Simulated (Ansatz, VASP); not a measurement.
# ZnS: VASP beside Ansatz

Contents of INCAR:

```
SYSTEM = ZnS
ALGO     = Normal         ! electronic algorithm
EDIFF    = 1E-6           ! SCF threshold, eV
ENCUT    = 520            ! plane-wave cutoff, eV
GGA      = PE             ! functional
ISIF     = 2              ! what is computed and relaxed
ISMEAR   = -1             ! smearing method
LASPH    = .TRUE.         ! aspherical terms in the spheres
LCHARG   = .TRUE.         ! write CHGCAR
LELF     = .TRUE.         ! ELF
LREAL    = .FALSE.        ! projectors in reciprocal space
LVHAR    = .TRUE.       
LWAVE    = .FALSE.        ! write WAVECAR
NBANDS   = 16             ! bands
NELM     = 60             ! most SCF steps
PREC     = Accurate       ! precision mode
SIGMA    = 0.02           ! smearing width, eV
```

File KPOINTS:

```
k-points
0
G
  8 8 8
  0 0 0
```

POSCAR

```
ZnS
1.0
   -0.0607385510      2.6907313116      2.6907313116
    2.6907313116     -0.0607385510      2.6907313116
    2.6907313116      2.6907313116     -0.0607385510
Zn S
1 1
Direct
   -0.0018929377     -0.0018929377     -0.0018929377
    0.2518929377      0.2518929377      0.2518929377
```

Input for Ansatz:

```yaml
crystal:
  lattice:
    - [-0.060738551, 2.6907313116, 2.6907313116]
    - [2.6907313116, -0.060738551, 2.6907313116]
    - [2.6907313116, 2.6907313116, -0.060738551]
  atoms:
    - { symbol: Zn, position: [-0.0018929377, -0.0018929377, -0.0018929377] }
    - { symbol: S, position: [0.2518929377, 0.2518929377, 0.2518929377] }
kpoints:
  mp_grid: { grid: [8, 8, 8] }
  band_path:
    path:
      - [0.0, 0.0, 0.0]
      - [-0.5, -0.5, 0.0]
      - [-0.375, -0.375, 0.25]
      - [-0.375, 0.0, 0.375]
      - [0.0, 0.0, 0.5]
      - [-0.5, -0.25, 0.25]
    npoints: 1
hamiltonian:
  xc: pbe
scf:
  occupations: { method: fermi_dirac, width: 0.02 }
  n_extra_bands: 4
output:
  forces: true
  stress: true
  eigenvalues: true
```

Change from the starting cell: epitaxial_111 strain +2.1%.

Alike in both runs: task single point; functional PBE; k mesh 8 × 8 × 8; occupations fermi-dirac, width 0.02 eV; no spin polarisation.

```csv
,VASP,Ansatz
version,VASP 6.6.1,Ansatz 0.2.0
potentials or method,"VASP PAW PBE potentials, release 64 (Zn, S)","plane waves, PAW"
plane-wave cutoff (eV),520,420
valence electrons in the cell,18,18
```

VASP gave:

```
gap on the k mesh at the Fermi level (eV)                     : 1.90
pressure (GPa)                                                : 0.2
traceless stress, the component that is largest in VASP (GPa) : 1.03
rms of the force components (eV/Å)                            : 0.006
```

Question: Estimate Ansatz's values.

Answer: gap on the k mesh at the Fermi level (eV): 1.90; pressure (GPa): 0.1; traceless stress, the component that is largest in VASP (GPa): 1.03; rms of the force components (eV/Å): 0.005.

Atom by atom the forces differ by 0.001 eV/Å (rms over components). With one functional, cell and mesh, what is left measures potentials, basis and numerics.
